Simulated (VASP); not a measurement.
# NiO2 (P-3m1) in VASP: notebook, part 2 of 2

VASP 6.6.1. The steps go on from the part before.

## Step 5: Single point, PBEsol (c/a of the conventional cell at fixed volume 1.8219)

Contents of INCAR:

```
SYSTEM = NiO2
ALGO = Normal
EDIFF = 1E-6
ENCUT = 520
GGA = PS
ISIF = 2
ISMEAR = 0
LASPH = .TRUE.
LCHARG = .FALSE.
LREAL = .FALSE.
LWAVE = .FALSE.
NBANDS = 18
NELM = 100
PREC = Accurate
SIGMA = 0.05
```

Contents of KPOINTS:

```
k-points
0
G
  12 12 6
  0 0 0
```

Contents of POSCAR:

```
NiO2
1.0
    2.7656549825      0.0000000000      0.0000000000
   -1.3828274913      2.3951274729      0.0000000000
    0.0000000000      0.0000000000      5.0387468126
Ni O
1 2
Direct
    0.0000000000      0.0000000000      0.5000000000
    0.6666666667      0.3333333333      0.6373845568
    0.3333333333      0.6666666667      0.3626154432
```

Potentials or basis: VASP PAW PBE potentials, release 64 (Ni, O).

On the command line:

```bash
> cat potpaw_PBE.64/Ni/POTCAR potpaw_PBE.64/O/POTCAR > POTCAR
> mpirun -np 1 vasp_std > vasp.out
```

OUTCAR:

```text
SYSTEM = NiO2
   EDIFF = 1E-6
   ENCUT = 520
   GGA = PS
   ISIF = 2
   ISMEAR = 0
   LASPH = .TRUE.
   LREAL = .FALSE.
   NELM = 100
   PREC = Accurate

 ion  position               nearest neighbor table
   1  0.000  0.000  0.500-   2 1.74   3 1.74   3 1.74   2 1.74   2 1.74   3 1.74
   2  0.667  0.333  0.637-   1 1.74   1 1.74   1 1.74
   3  0.333  0.667  0.363-   1 1.74   1 1.74   1 1.74

  LATTYP: Found a hexagonal cell.
 ALAT       =     2.7656549825
 C/A-ratio  =     1.8219000000

  Lattice vectors:

 A1 = (   2.7656549825,   0.0000000000,   0.0000000000)
 A2 = (  -1.3828274913,   2.3951274729,   0.0000000000)
 A3 = (   0.0000000000,   0.0000000000,   5.0387468126)

Analysis of symmetry for initial positions (statically):
=====================================================================
 Subroutine PRICEL returns:
 Original cell was already a primitive cell.

 Routine SETGRP: Setting up the symmetry group for a
 hexagonal supercell.

 Subroutine GETGRP returns: Found 12 space group operations
 (whereof 12 operations were pure point group operations)
 out of a pool of 24 trial point group operations.

The static configuration has the point symmetry D_3d.

Analysis of symmetry for dynamics (positions and initial velocities):
=====================================================================
 Subroutine PRICEL returns:
 Original cell was already a primitive cell.

 Routine SETGRP: Setting up the symmetry group for a
 hexagonal supercell.

 Subroutine GETGRP returns: Found 12 space group operations
 (whereof 12 operations were pure point group operations)
 out of a pool of 24 trial point group operations.

The dynamic configuration has the point symmetry D_3d.

 Subroutine INISYM returns: Found 12 space group operations
 (whereof 12 operations are pure point group operations),
 and found     1 'primitive' translations

[... 116 lines left out ...]
     AMIX_MAG =   1.60;   BMIX_MAG =  1.00
  volume/ion in A,a.u.               =      11.13        75.08
  Fermi-wavevector in a.u.,A,eV,Ry     =   1.424730  2.692350 27.617874  2.029856
  Thomas-Fermi vector in A             =   2.545190
   LORBIT       =      0    0 simple, 1 ext, 2 COOP (PROOUT), +10 PAW based schemes
   GGA     = PS    functional components
   LHFCALC =     F    Hartree Fock is set to
   AEXX    =    0.0000 exact exchange contribution
   IVDW    =     0    specifies the selected vdW correction
   LEPSILON=     F    determine dielectric tensor
   LRPA    =     F    only Hartree local field effects (RPA)
 non-spin polarized calculation
 Gauss-broadening in eV      SIGMA  =   0.05
  energy-cutoff  :      520.00
  volume of cell :       33.38
 maximum number of plane-waves:       916
 NGX is ok and might be reduce to    24
   NGX = 11   NGY = 11   NGZ = 19

 number of electron      22.0000000 magnetization

 Free energy of the ion-electron system (eV)
  ---------------------------------------------------
  ext. energy  EPLUGINS =         0.00000000
  ---------------------------------------------------
  free energy    TOTEN  =       -17.33344180 eV

  energy without entropy =      -17.33344180  energy(sigma->0) =      -17.33344180

 E-fermi :   3.0268     XC(G=0):  -9.9804

 val. band max:        2.7630764206   @ k =   0.0000   0.0000   0.5000
 cond. band min:       3.6598909754   @ k =   0.3333  -0.0000   0.3333
 fundamental gap:      0.8968145548
 Fermi energy:         3.0268358120

 k-point     1 :       0.0000    0.0000    0.0000
  band No.  band energies     occupation
      1     -19.4838      2.00000
      2     -14.5800      2.00000
      3      -5.6985      2.00000
      4      -5.6985      2.00000
      5      -3.6816      2.00000
      6      -0.2443      2.00000
[... 481 lines left out ...]
      5      -3.3304      2.00000
      6      -1.5420      2.00000
[... 10 lines left out ...]
     17      20.1369      0.00000
     18      22.0659      0.00000

 [... further k-points ...]

------------------------ aborting loop because EDIFF is reached ----------------------------------------

  FORCE on cell =-STRESS in cart. coord.  units (eV):
  Direction    XX          YY          ZZ          XY          YZ          ZX
  --------------------------------------------------------------------------------------
  -------------------------------------------------------------------------------------
  Total       10.9229461     10.9229461      8.0538186     -0.0000000     -0.0000000     -0.0000000
  in kB      524.3257722    524.3257722    386.6012517     -0.0000000     -0.0000000     -0.0000000
  external PRESSURE =     478.4175987 kB  Pullay stress =       0.0000000 kB

 VOLUME and BASIS-vectors are now :
 -----------------------------------------------------------------------------
  energy-cutoff  :      520.00
  volume of cell :       33.38
      direct lattice vectors                 reciprocal lattice vectors
     2.765654983  0.000000000  0.000000000     0.361578001  0.208757156  0.000000000
    -1.382827491  2.395127473  0.000000000     0.000000000  0.417514312  0.000000000
     0.000000000  0.000000000  5.038746813     0.000000000  0.000000000  0.198462046

 POSITION                                       TOTAL-FORCE (eV/Angst)
 -----------------------------------------------------------------------------------
      0.00000      0.00000      2.51937         0.000000      0.000000      0.000000
      1.38283      0.79838      3.21162         0.000000      0.000000      5.889024
     -0.00000      1.59675      1.82713        -0.000000     -0.000000     -5.889024
 -----------------------------------------------------------------------------------
    total drift:                                0.000000      0.000000      0.000000

  FREE ENERGIE OF THE ION-ELECTRON SYSTEM (eV)
  ---------------------------------------------------
  free  energy   TOTEN  =       -17.3334417971 eV

  energy  without entropy=      -17.3334417971  energy(sigma->0) =      -17.33344180
```

stdout:

```text
POSCAR found type information on POSCAR NiO
 POSCAR found :  2 types and       3 ions
 scaLAPACK will be used
 -----------------------------------------------------------------------------
|                                                                             |
|                                                                             |
|     You enforced a specific xc type in the INCAR file but a different       |
|     I HOPE YOU KNOW WHAT YOU ARE DOING!                                     |
|                                                                             |
 -----------------------------------------------------------------------------

 LDA part: xc-table for (Slater+PW92), standard interpolation
 POSCAR, INCAR and KPOINTS ok, starting setup
 FFT: planning ... GRIDC
 FFT: planning ... GRID_SOFT
 FFT: planning ... GRID
 WAVECAR not read
 entering main loop
```

It took 2.7 min on 1 thread of AMD EPYC 7R13, shared host; peak memory 0.17 GiB.

What came out:

```
Free energy            : -17.3334 eV
Pressure               : 47.8 GPa
Largest force          : 5.889 eV/Å
Band gap on the k mesh : 0.90 eV, indirect (least direct gap 1.44 eV)
```

Forces in eV/Å, atoms in the order of the input:
```
Ni   0.000  0.000  0.000
O    0.000  0.000  5.889
O    0.000  0.000 -5.889
```

Stress tensor (GPa, compression positive):
```
52.43  0.00  0.00
 0.00 52.43  0.00
 0.00  0.00 38.66
```

Levels at points of the mesh, in eV from the valence-band top:
| k point | band 8 | band 9 | band 10 | band 11 | band 12 | band 13 | band 14 | band 15 |
| --- | --- | --- | --- | --- | --- | --- | --- | --- |
| (0.00, 0.00, 0.00) | -2.33 | -2.00 | -2.00 | -0.11 | 2.63 | 2.63 | 6.62 | 11.33 |
| (0.50, 0.00, 0.00) | -2.87 | -2.66 | -1.93 | -1.19 | 1.30 | 2.70 | 11.78 | 12.02 |
| (0.00, 0.00, 0.50) | -2.73 | -2.00 | -2.00 | 0.00 | 2.64 | 2.64 | 7.63 | 10.42 |
| (0.50, 0.00, 0.50) | -2.87 | -2.65 | -1.78 | -1.22 | 1.29 | 2.69 | 10.88 | 12.30 |

Caveat: the PAW data sets were made with another functional, which shifts forces and pressure a little. Spin polarisation is off, so any magnetic state and its effect on volume and gap are missing.

## Step 6: Overview

```tsv
cell	gap on the mesh (eV)	pressure (GPa)	largest force (eV/Å)
a = 2.784, b = 2.784, c = 4.973 Å, angles 90.0, 90.0, 120.0°, 3 atoms	1.03	20.3	2.72
a = 2.748, b = 2.748, c = 5.104 Å, angles 90.0, 90.0, 120.0°, 3 atoms	1.15	23.9	2.74
a = 2.803, b = 2.803, c = 4.906 Å, angles 90.0, 90.0, 120.0°, 3 atoms	1.01	-0.5	0.13
a = 2.766, b = 2.766, c = 5.039 Å, angles 90.0, 90.0, 120.0°, 3 atoms	0.90	47.8	5.89
```

Alike in all rows: task single point; level PBEsol; potentials or basis VASP PAW PBE potentials, release 64 (Ni, O); no spin polarisation; k mesh 12 × 12 × 6; cutoff (eV) 520; smearing gaussian 0.05 eV.

Caveats: the PAW data sets were made with another functional, which shifts forces and pressure a little.

Absolute energies hang on the potentials; compare differences alone.
